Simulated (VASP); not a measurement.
# CO2 in VASP: relaxation of the atoms with PBE+D3(BJ)

Aim: the relaxation of the atoms of CO2 with PBE+D3(BJ).

All numbers are computed with VASP 6.6.1; they aren't measurements. Logs are shortened: lines on timing, memory, paths and dates and some standing lists are left out, and cuts for length are marked.

**1. The cell of the first run**

The cell holds a disordered packing, 30 atoms: a = 8.707 Å, b = 8.707 Å, c = 8.707 Å, α = 90.00°, β = 90.00°, γ = 90.00°.

**2. Relaxation of the atoms, PBE+D3(BJ)**

The input, INCAR:

```
PREC = Accurate
ENCUT = 520
EDIFF = 1E-6
ISMEAR = -1
SIGMA = 0.02
LREAL = Auto
LASPH = T
NELM = 80
ALGO = Normal
ISIF = 2
LWAVE = F
LCHARG = F
GGA = PE
IVDW = 12
IBRION = 2
NSW = 35
EDIFFG = -0.3
```

The input, KPOINTS:

```
Automatic mesh
0
Gamma
  1 1 1
```

The input, POSCAR:

```
CO2
1.0
    8.7065880000      0.0000000000      0.0000000000
    0.0000000000      8.7065880000      0.0000000000
    0.0000000000      0.0000000000      8.7065880000
C O
10 20
Direct
    0.9259296000      0.2273584000      0.0269397000
    0.1533076000      0.4805712000      0.5020483000
    0.6470039000      0.0630375000      0.8833827000
    0.8794107000      0.0148965000      0.5668935000
    0.2587872000      0.9761554000      0.2638474000
    0.4720991000      0.7593157000      0.8621417000
    0.6853843000      0.6229933000      0.3365151000
    0.2581358000      0.4461918000      0.0475903000
    0.8750949000      0.8007342000      0.0089909000
    0.2513006000      0.0220323000      0.5889752000
    0.9267823000      0.1833602000      0.1549629000
    0.9250769000      0.2713566000     -0.1010835000
    0.1889334000      0.5681892000      0.5989007000
    0.1176818000      0.3929532000      0.4051959000
    0.6455739000      0.0620107000      1.0187467000
    0.6484340000      0.0640642000      0.7480187000
    0.8744861000     -0.1198988000      0.5553836000
    0.8843353000      0.1496918000      0.5784035000
    0.1830350000      1.0794945000      0.3075412000
    0.3345394000      0.8728163000      0.2201537000
    0.5464342000      0.6468408000      0.8498861000
    0.3977641000      0.8717907000      0.8743973000
    0.7848870000      0.5977628000      0.4247713000
    0.5858816000      0.6482238000      0.2482590000
    0.2206001000      0.5754077000      0.0327299000
    0.2956716000      0.3169760000      0.0624507000
    0.8248965000      0.8697185000      0.1140993000
    0.9252933000      0.7317498000     -0.0961176000
    0.3144741000      0.1356268000      0.5511346000
    0.1881272000     -0.0915622000      0.6268158000
```

Potentials or basis: VASP PAW PBE potentials, release 64 (C, O).

Launch:

```sh
cat potpaw_PBE.64/C/POTCAR potpaw_PBE.64/O/POTCAR > POTCAR
mpirun -np 1 vasp_gam > vasp.out
```

OUTCAR:

```text
PREC = Accurate
   ENCUT = 520
   EDIFF = 1E-6
   ISMEAR = -1
   LREAL = Auto
   LASPH = T
   NELM = 80
   ISIF = 2
   GGA = PE
   IVDW = 12
   IBRION = 2
   NSW = 35
   EDIFFG = -0.3
 IVDW          = 12

 ion  position               nearest neighbor table
   1  0.926  0.227  0.027-  11 1.18  12 1.18
   2  0.153  0.481  0.502-  14 1.18  13 1.18
   3  0.647  0.063  0.883-  15 1.18  16 1.18
   4  0.879  0.015  0.567-  17 1.18  18 1.18
   5  0.259  0.976  0.264-  20 1.18  19 1.18
   6  0.472  0.759  0.862-  21 1.18  22 1.18
   7  0.685  0.623  0.337-  24 1.18  23 1.18
   8  0.258  0.446  0.048-  26 1.18  25 1.18
   9  0.875  0.801  0.009-  27 1.18  28 1.18
  10  0.251  0.022  0.589-  30 1.18  29 1.18
  11  0.927  0.183  0.155-   1 1.18
  12  0.925  0.271  0.899-   1 1.18
  13  0.189  0.568  0.599-   2 1.18
  14  0.118  0.393  0.405-   2 1.18
  15  0.646  0.062  0.019-   3 1.18
  16  0.648  0.064  0.748-   3 1.18
[... 12 lines left out ...]
  29  0.314  0.136  0.551-  10 1.18
  30  0.188  0.908  0.627-  10 1.18

  LATTYP: Found a simple cubic cell.
 ALAT       =     8.7065880000

  Lattice vectors:

 A1 = (   8.7065880000,   0.0000000000,   0.0000000000)
 A2 = (   0.0000000000,   8.7065880000,   0.0000000000)
 A3 = (   0.0000000000,   0.0000000000,   8.7065880000)

Analysis of symmetry for initial positions (statically):
=====================================================================
 Subroutine PRICEL returns:
 Original cell was already a primitive cell.

 Routine SETGRP: Setting up the symmetry group for a
 simple cubic supercell.

 Subroutine GETGRP returns: Found  1 space group operations
 (whereof  1 operations were pure point group operations)
 out of a pool of 48 trial point group operations.

The static configuration has the point symmetry C_1 .

Analysis of symmetry for dynamics (positions and initial velocities):
=====================================================================
 Subroutine PRICEL returns:
 Original cell was already a primitive cell.

 Routine SETGRP: Setting up the symmetry group for a
 simple cubic supercell.

 Subroutine GETGRP returns: Found  1 space group operations
 (whereof  1 operations were pure point group operations)
 out of a pool of 48 trial point group operations.

The dynamic configuration has the point symmetry C_1 .

 Subroutine INISYM returns: Found  1 space group operations
 (whereof  1 operations are pure point group operations),
 and found     1 'primitive' translations

----------------------------------------------------------------------------------------

                                     Primitive cell
[... 120 lines left out ...]
   LASPH  =      T    aspherical Exc in radial PAW
   ENCUT  =  520.0 eV  38.22 Ry    6.18 a.u.  16.19 16.19 16.19*2*pi/ulx,y,z
   NELM   =     80;   NELMIN=  2; NELMDL= -5     # of ELM steps
   EDIFF  = 0.1E-05   stopping-criterion for ELM
   LREAL  =      T    real-space projection
   EDIFFG = -.3E+00   stopping-criterion for IOM
   NSW    =     35    number of steps for IOM
   IBRION =      2    ionic relax: 0-MD 1-quasi-New 2-CG
   NFREE  =      1    steps in history (QN), initial steepest desc. (CG)
   ISIF   =      2    stress and relaxation
   ISYM   =      2    0-nonsym 1-usesym 2-fastsym
   POTIM  = 0.5000    time-step for ionic-motion
   TEBEG  =    0.0;   TEEND  =   0.0 temperature during run
   PSTRESS=    0.0 pullay stress
   NELECT =     160.0000    total number of electrons
   NUPDOWN=      -1.0000    fix difference up-down
   EMIN   =  10.00;   EMAX   =-10.00  energy-range for DOS
   EFERMI =   0.00;   METHOD = LEGACY
   ISMEAR =    -1;   SIGMA  =   0.02  broadening in eV -4-tet -1-fermi 0-gaus
   EFERMI_NEDOS =   21; number of points for ismear=-14 and -15
   IALGO  =     38    algorithm
   IMIX   =      4    mixing-type and parameters
     AMIX     =   0.40;   BMIX     =  1.00
     AMIX_MAG =   1.60;   BMIX_MAG =  1.00
  volume/ion in A,a.u.               =      22.00       148.46
  Fermi-wavevector in a.u.,A,eV,Ry     =   1.020783  1.929000 14.177247  1.041998
  Thomas-Fermi vector in A             =   2.154372
   LORBIT       =      0    0 simple, 1 ext, 2 COOP (PROOUT), +10 PAW based schemes
   GGA     = PE    functional components
   LHFCALC =     F    Hartree Fock is set to
   AEXX    =    0.0000 exact exchange contribution
   IVDW    =    12    specifies the selected vdW correction
   LEPSILON=     F    determine dielectric tensor
   LRPA    =     F    only Hartree local field effects (RPA)
 conjugate gradient relaxation of ions
 non-spin polarized calculation
  energy-cutoff  :      520.00
  volume of cell :      660.00
 maximum number of plane-waves:      8923
 NGX is ok and might be reduce to    70
   NGX = 33   NGY = 33   NGZ = 33

--------------------------------------- Ionic step        1  -------------------------------------------

 number of electron     160.0000008 magnetization

 Free energy of the ion-electron system (eV)
  ---------------------------------------------------
  ext. energy  EPLUGINS =         0.00000000
  ---------------------------------------------------
  free energy    TOTEN  =      -228.73677739 eV

  energy without entropy =     -228.73677739  energy(sigma->0) =     -228.73677739

------------------------ aborting loop because EDIFF is reached ----------------------------------------

 Edisp (eV)   -1.37002

 E8    (eV) :    -0.3465
[... 189 lines left out ...]
  FREE ENERGIE OF THE ION-ELECTRON SYSTEM (eV)
  ---------------------------------------------------
  free  energy   TOTEN  =      -230.1462756497 eV

  energy  without entropy=     -230.1462756496  energy(sigma->0) =     -230.14627565

[... ionic steps 4 to 16 ...]

--------------------------------------- Ionic step       17  -------------------------------------------

 number of electron     159.9999985 magnetization

------------------------ aborting loop because EDIFF is reached ----------------------------------------
[... 131 lines left out ...]
--------------------------------------- Ionic step       19  -------------------------------------------

 number of electron     159.9999986 magnetization

 Free energy of the ion-electron system (eV)
  ---------------------------------------------------
  ext. energy  EPLUGINS =         0.00000000
  ---------------------------------------------------
  free energy    TOTEN  =      -229.42615833 eV

  energy without entropy =     -229.42615833  energy(sigma->0) =     -229.42615833

 E-fermi :  -4.6272     XC(G=0):  -6.1180

 val. band max:       -5.1670352741   @ k =   0.0000   0.0000   0.0000
 cond. band min:       0.9225202268   @ k =   0.0000   0.0000   0.0000
 fundamental gap:      6.0895555009
 Fermi energy:        -4.6272070851

 k-point     1 :       0.0000    0.0000    0.0000
  band No.  band energies     occupation
      1     -26.0304      2.00000
      2     -25.8983      2.00000
      3     -25.8503      2.00000
      4     -25.8326      2.00000
      5     -25.7861      2.00000
      6     -25.7330      2.00000
[... 84 lines left out ...]
     91       2.8058      0.00000
     92       2.8423      0.00000
 [bands above 92 left out]

------------------------ aborting loop because EDIFF is reached ----------------------------------------

 Edisp (eV)   -1.35447

 E8    (eV) :    -0.3406
[... 53 lines left out ...]
  FREE ENERGIE OF THE ION-ELECTRON SYSTEM (eV)
  ---------------------------------------------------
  free  energy   TOTEN  =      -230.7806297974 eV

  energy  without entropy=     -230.7806297974  energy(sigma->0) =     -230.78062980

 reached required accuracy - stopping structural energy minimisation
```

It took 33 min on 1 thread of Intel Xeon Platinum 8259CL at 2.50GHz (Skylake/Cascade Lake), shared host; peak memory 0.74 GiB.

What came out:

| Item | Value |
| --- | --- |
| Free energy | -230.7806 eV |
| Energy gained by relaxing | 22.5 meV/atom |
| Ionic steps | 19 |
| Pressure after relaxing | 0.3 GPa |
| Largest force after relaxing | 0.275 eV/Å |
| Dispersion energy per atom | -0.045 eV |

Forces in eV/Å, atoms in the order of the input:
```
C   -0.062  0.090 -0.016
C   -0.031 -0.061 -0.070
C   -0.036  0.111  0.166
C   -0.038 -0.111 -0.073
C   -0.022  0.102  0.066
C   -0.101 -0.075  0.032
C    0.024 -0.068  0.017
C   -0.002  0.071 -0.013
C   -0.003  0.018  0.093
C    0.023  0.140  0.014
O   -0.180  0.134  0.042
O    0.060 -0.013 -0.006
O    0.035 -0.022  0.074
O    0.040  0.119 -0.017
O   -0.050  0.099  0.014
O   -0.010  0.007 -0.153
O   -0.087  0.074 -0.057
O    0.113  0.081 -0.040
O    0.068 -0.058  0.094
O    0.153 -0.220 -0.064
O    0.017 -0.056  0.011
O   -0.031 -0.064  0.038
O   -0.016 -0.071 -0.033
O   -0.010 -0.076  0.010
O    0.003 -0.071  0.047
O    0.032 -0.017 -0.052
O    0.084 -0.041  0.027
O    0.031 -0.058 -0.146
O    0.049  0.117  0.046
O   -0.055 -0.078 -0.053
```

The path:
```
step  energy change (eV)  largest force (eV/Å)  pressure (GPa)
   1              0.0000                0.8719            0.16
   2              0.3139                8.7825            3.31
   3             -0.0395                1.5544            0.91
   4             -0.0965                1.0816            1.72
   5             -0.0965                1.0916            1.73
   6             -0.1546                0.9686            1.57
   7             -0.2946                0.6515            1.07
   8             -0.4278                1.0334            0.00
   9             -0.4527                2.2587            0.15
  10             -0.4651                1.1185            0.09
  11             -0.5105                1.1037            0.35
  12             -0.5669                1.6507            0.99
  13             -0.6169                1.6744            0.64
  14             -0.6178                1.3714            0.68
  15             -0.6574                0.5732            0.03
  16             -0.6577                0.5625           -0.03
  17             -0.6654                0.5778            0.10
  18             -0.6656                0.5342            0.08
  19             -0.6738                0.2753            0.30
```

Final structure:
```
C O
1.0
     8.70659    0.00000    0.00000
     0.00000    8.70659    0.00000
     0.00000    0.00000    8.70659
C O
10 20
Direct
  0.92712 0.23371 0.03058
  0.15283 0.48215 0.50176
  0.62710 0.07725 0.88181
  0.88242 0.01801 0.55723
  0.25449 0.96938 0.24712
  0.46782 0.75370 0.86401
  0.68508 0.61778 0.33630
  0.25949 0.44565 0.04744
  0.88688 0.78617 0.01340
  0.26226 0.02971 0.60794
  0.92476 0.19538 0.15955
  0.92882 0.27215 0.90061
  0.19134 0.56293 0.60295
  0.11559 0.40141 0.39999
  0.62248 0.09251 0.01590
  0.63342 0.06003 0.74828
  0.86152 0.88470 0.55112
  0.90369 0.15112 0.56411
  0.16894 0.06961 0.27631
  0.34038 0.86915 0.22018
  0.54434 0.64334 0.85100
  0.39277 0.86524 0.87697
  0.78519 0.59124 0.42272
  0.58461 0.64301 0.24925
  0.22076 0.57466 0.03608
  0.29766 0.31657 0.05811
  0.84867 0.84265 0.13033
  0.92425 0.73148 0.89605
  0.33438 0.14283 0.59346
  0.19032 0.91633 0.62144
```

Caveat: the k points lie up to 0.72 Å⁻¹ apart; the relaxation stopped at a loose force limit of 0.3 eV/Å, so its end isn't a converged minimum.
